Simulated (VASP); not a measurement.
# AlN (P6_3mc) in VASP: notebook

AlN is run at these levels: LDA; tasks: single point.

Everything below comes from runs of VASP 6.6.1. Logs are shortened: lines on timing, memory, paths and dates and some standing lists are left out, and cuts for length are marked.

**Measured values to compare with.**

From “Structural and optical properties of self-assembled AlN nanowires grown on SiO2/Si substrates by molecular beam epitaxy”, 2024, arxiv:2402.00216, for a bulk crystal of AlN at 0 K: band gap 6.0343 eV (an exciton energy, a little under the gap).

“Self-assembly of well-separated AlN nanowires directly on sputtered metallic TiN films”, 2019, arxiv:1910.07391 quotes, for a bulk crystal of AlN at 10 K: band gap 6.034 eV (an exciton energy, a little under the gap).

The results are compared with them further down.

## Step 1: The cell of the first run

Symmetry: P6_3mc, No. 186, hexagonal system. Conventional cell: a = 3.089 Å, b = 3.089 Å, c = 4.944 Å, α = 90.00°, β = 90.00°, γ = 120.00°. Al (site symmetry 3m) has 4 N at 1.88 to 1.89 Å within 2.5 Å. Within 2.5 Å of N (site symmetry 3m) lie 4 Al at 1.88 to 1.89 Å.

## Step 2: Single point, LDA

INCAR reads:

```
  PREC = Accurate
  ENCUT = 520
  EDIFF = 1E-6
  ISMEAR = 0
  SIGMA = 0.02
  LREAL = False
  LASPH = True
  NELM = 60
  ALGO = Normal
  ISIF = 2
  LWAVE = False
  LCHARG = True
  GGA = CA
  LELF = True
  LVHAR = True
  NBANDS = 16
```

KPOINTS reads:

```
Automatic mesh
0
Gamma
  9 9 6
```

POSCAR reads:

```
AlN
1.0
    3.0887424016      0.0000000000      0.0000000000
   -1.5443712008      2.6749293856      0.0000000000
    0.0000000000      0.0000000000      4.9437688231
Al N
2 2
Direct
    0.3333333333      0.6666666667      0.0015212672
    0.6666666667      0.3333333333      0.5015212672
    0.3333333333      0.6666666667      0.3834787328
    0.6666666667      0.3333333333      0.8834787328
```

Potentials or basis: VASP PAW LDA potentials, release 64 (Al, N).

Run with:

```console
cat potpaw_LDA.64/Al/POTCAR potpaw_LDA.64/N/POTCAR > POTCAR
mpirun -np 1 vasp_std > vasp.out
```

OUTCAR:

```text
PREC = Accurate
   ENCUT = 520
   EDIFF = 1E-6
   ISMEAR = 0
   LREAL = False
   LASPH = True
   NELM = 60
   ISIF = 2
   GGA = CA

 ion  position               nearest neighbor table
   1  0.333  0.667  0.002-   4 1.88   4 1.88   4 1.88   3 1.89   2 3.05   2 3.05   2 3.05   2 3.05
                             2 3.05   2 3.05
   2  0.667  0.333  0.502-   3 1.88   3 1.88   3 1.88   4 1.89   1 3.05   1 3.05   1 3.05   1 3.05
                             1 3.05   1 3.05
   3  0.333  0.667  0.383-   2 1.88   2 1.88   2 1.88   1 1.89
   4  0.667  0.333  0.883-   1 1.88   1 1.88   1 1.88   2 1.89

  LATTYP: Found a hexagonal cell.
 ALAT       =     3.0887424016
 C/A-ratio  =     1.6005766038

  Lattice vectors:

 A1 = (   3.0887424016,   0.0000000000,   0.0000000000)
 A2 = (  -1.5443712008,   2.6749293856,   0.0000000000)
 A3 = (   0.0000000000,   0.0000000000,   4.9437688231)

Analysis of symmetry for initial positions (statically):
=====================================================================
 Subroutine PRICEL returns:
 Original cell was already a primitive cell.

 Routine SETGRP: Setting up the symmetry group for a
 hexagonal supercell.

 Subroutine GETGRP returns: Found 12 space group operations
 (whereof  6 operations were pure point group operations)
 out of a pool of 24 trial point group operations.

The static configuration has the point symmetry C_3v.
 The point group associated with its full space group is C_6v.

Analysis of symmetry for dynamics (positions and initial velocities):
=====================================================================
 Subroutine PRICEL returns:
 Original cell was already a primitive cell.

 Routine SETGRP: Setting up the symmetry group for a
 hexagonal supercell.

 Subroutine GETGRP returns: Found 12 space group operations
 (whereof  6 operations were pure point group operations)
 out of a pool of 24 trial point group operations.

The dynamic configuration has the point symmetry C_3v.
 The point group associated with its full space group is C_6v.

 Subroutine INISYM returns: Found 12 space group operations
 (whereof  6 operations are pure point group operations),
 and found     1 'primitive' translations

----------------------------------------------------------------------------------------

                                     Primitive cell
[... 95 lines left out ...]
   EDIFF  = 0.1E-05   stopping-criterion for ELM
   LREAL  =      F    real-space projection
   EDIFFG = 0.1E-04   stopping-criterion for IOM
   NSW    =      0    number of steps for IOM
   IBRION =     -1    ionic relax: 0-MD 1-quasi-New 2-CG
   NFREE  =      0    steps in history (QN), initial steepest desc. (CG)
   ISIF   =      2    stress and relaxation
   ISYM   =      2    0-nonsym 1-usesym 2-fastsym
   POTIM  = 0.5000    time-step for ionic-motion
   TEBEG  =    0.0;   TEEND  =   0.0 temperature during run
   PSTRESS=    0.0 pullay stress
   NELECT =      16.0000    total number of electrons
   NUPDOWN=      -1.0000    fix difference up-down
   EMIN   =  10.00;   EMAX   =-10.00  energy-range for DOS
   EFERMI =   0.00;   METHOD = LEGACY
   ISMEAR =     0;   SIGMA  =   0.02  broadening in eV -4-tet -1-fermi 0-gaus
   EFERMI_NEDOS =   21; number of points for ismear=-14 and -15
   IALGO  =     38    algorithm
   IMIX   =      4    mixing-type and parameters
     AMIX     =   0.40;   BMIX     =  1.00
     AMIX_MAG =   1.60;   BMIX_MAG =  1.00
  volume/ion in A,a.u.               =      10.21        68.91
  Fermi-wavevector in a.u.,A,eV,Ry     =   1.197836  2.263582 19.521797  1.434812
  Thomas-Fermi vector in A             =   2.333741
   LORBIT       =      0    0 simple, 1 ext, 2 COOP (PROOUT), +10 PAW based schemes
   GGA     = CA    functional components
   LHFCALC =     F    Hartree Fock is set to
   AEXX    =    0.0000 exact exchange contribution
   IVDW    =     0    specifies the selected vdW correction
   LEPSILON=     F    determine dielectric tensor
   LRPA    =     F    only Hartree local field effects (RPA)
 non-spin polarized calculation
 Gauss-broadening in eV      SIGMA  =   0.02
  energy-cutoff  :      520.00
  volume of cell :       40.85
 maximum number of plane-waves:      1118
 NGX is ok and might be reduce to    24
   NGX = 11   NGY = 11   NGZ = 19

 number of electron      15.9999999 magnetization

 Free energy of the ion-electron system (eV)
  ---------------------------------------------------
  ext. energy  EPLUGINS =         0.00000000
  ---------------------------------------------------
  free energy    TOTEN  =       -32.84105937 eV

  energy without entropy =      -32.84105937  energy(sigma->0) =      -32.84105937

 E-fermi :   6.2835     XC(G=0): -11.3429

 val. band max:        6.1132817496   @ k =   0.0000   0.0000   0.0000
 cond. band min:      10.5363786209   @ k =   0.0000   0.0000   0.0000
 fundamental gap:      4.4230968713
 Fermi energy:         6.2834812970

 k-point     1 :       0.0000    0.0000    0.0000
  band No.  band energies     occupation
      1      -9.0588      2.00000
      2      -6.7656      2.00000
      3      -0.0403      2.00000
      4       5.2246      2.00000
      5       5.2246      2.00000
      6       5.8858      2.00000
[... 433 lines left out ...]
      3       1.2511      2.00000
      4       1.8507      2.00000
      5       1.8507      2.00000
      6       3.3266      2.00000
[... 8 lines left out ...]
     15      19.1420      0.00000
     16      21.2709      0.00000

 [... further k-points ...]

------------------------ aborting loop because EDIFF is reached ----------------------------------------

  FORCE on cell =-STRESS in cart. coord.  units (eV):
  Direction    XX          YY          ZZ          XY          YZ          ZX
  --------------------------------------------------------------------------------------
  -------------------------------------------------------------------------------------
  Total        0.1545049      0.1545049      0.1434915      0.0000000      0.0000000     -0.0000000
  in kB        6.0603912      6.0603912      5.6283940      0.0000000      0.0000000     -0.0000000
  external PRESSURE =       5.9163921 kB  Pullay stress =       0.0000000 kB

 VOLUME and BASIS-vectors are now :
 -----------------------------------------------------------------------------
  energy-cutoff  :      520.00
  volume of cell :       40.85
      direct lattice vectors                 reciprocal lattice vectors
     3.088742402  0.000000000  0.000000000     0.323756361  0.186920822  0.000000000
    -1.544371201  2.674929386  0.000000000     0.000000000  0.373841644  0.000000000
     0.000000000  0.000000000  4.943768823     0.000000000  0.000000000  0.202274830

 POSITION                                       TOTAL-FORCE (eV/Angst)
 -----------------------------------------------------------------------------------
     -0.00000      1.78329      0.00752        -0.000000      0.000000     -0.000945
      1.54437      0.89164      2.47941         0.000000     -0.000000     -0.000945
     -0.00000      1.78329      1.89583        -0.000000     -0.000000      0.000945
      1.54437      0.89164      4.36771         0.000000      0.000000      0.000945
 -----------------------------------------------------------------------------------
    total drift:                               -0.000000      0.000000     -0.000410

  FREE ENERGIE OF THE ION-ELECTRON SYSTEM (eV)
  ---------------------------------------------------
  free  energy   TOTEN  =       -32.8410593715 eV

  energy  without entropy=      -32.8410593715  energy(sigma->0) =      -32.84105937
```

stdout:

```text
POSCAR found type information on POSCAR AlN
 POSCAR found :  2 types and       4 ions
 scaLAPACK will be used
 LDA part: xc-table for (Slater(with rela. corr.)+CA(PZ))
 , standard interpolation
 POSCAR, INCAR and KPOINTS ok, starting setup
 FFT: planning ... GRIDC
 FFT: planning ... GRID_SOFT
 FFT: planning ... GRID
 WAVECAR not read
 entering main loop
```

Run time: 17 s. Hardware: 1 thread of Intel Xeon 6975P-C (Granite Rapids), shared host; peak memory 0.15 GiB.

Results:

* Free energy: -32.8411 eV
* Pressure: 0.6 GPa
* Band gap on the k mesh: 4.42 eV, direct

## Step 3: Single point, LDA

INCAR reads:

```
  ALGO = Normal
  EDIFF = 1E-7
  ENCUT = 520
  ISIF = 2
  ISMEAR = 0
  LASPH = True
  LCHARG = False
  LREAL = False
  LWAVE = False
  NBANDS = 16
  NELM = 100
  PREC = Accurate
  SIGMA = 0.05
```

KPOINTS reads:

```
k-points
0
Gamma
  9 9 6
```

POSCAR is that of step 2.

Potentials or basis: VASP PAW LDA potentials, release 64 (Al, N).

Run with:

```console
cat potpaw_LDA.64/Al/POTCAR potpaw_LDA.64/N/POTCAR > POTCAR
mpirun -np 1 vasp_std > vasp.out
```

It took 23 s on 1 thread of Intel Xeon 6975P-C (Granite Rapids), shared host; peak memory 0.15 GiB.

The run converged. Its results:

- Free energy: -32.8411 eV
- Pressure: 0.6 GPa
- Band gap on the k mesh: 4.42 eV, direct

Levels at points of the mesh, in eV from the valence-band top:
```
           k point  band 6  band 7  band 8  band 9  band 10  band 11
(0.00, 0.00, 0.00)   -0.23   -0.23    0.00    4.42     6.73    10.65
(0.00, 0.00, 0.50)   -0.57   -0.57   -0.57    6.61     6.61    10.32
```

## Step 4: Comparison with measurements

Step 2. Against the measured gap of AlN, 6.0343 eV (an exciton energy, a little under the gap; 0 K; quoted in “Structural and optical properties of self-assembled AlN nanowires grown on SiO2/Si substrates by molecular beam epitaxy”, 2024, arxiv:2402.00216), the calculated 4.42 eV is off by -1.61 eV. 2 values of this kind are on record (6.034 to 6.0343 eV); this one was drawn at random. The value is that of LDA on a finite k mesh, which can miss the band edges, without temperature or zero-point motion. Semilocal functionals fall short of measured gaps as a rule.

Step 3. Against the measured gap of AlN, 6.034 eV (an exciton energy, a little under the gap; 10 K; quoted in “Self-assembly of well-separated AlN nanowires directly on sputtered metallic TiN films”, 2019, arxiv:1910.07391), the calculated 4.42 eV is off by -1.61 eV. 2 values of this kind are on record (6.034 to 6.0343 eV); this one was drawn at random. The value is that of LDA on a finite k mesh, which can miss the band edges, without temperature or zero-point motion. Semilocal functionals fall short of measured gaps as a rule.
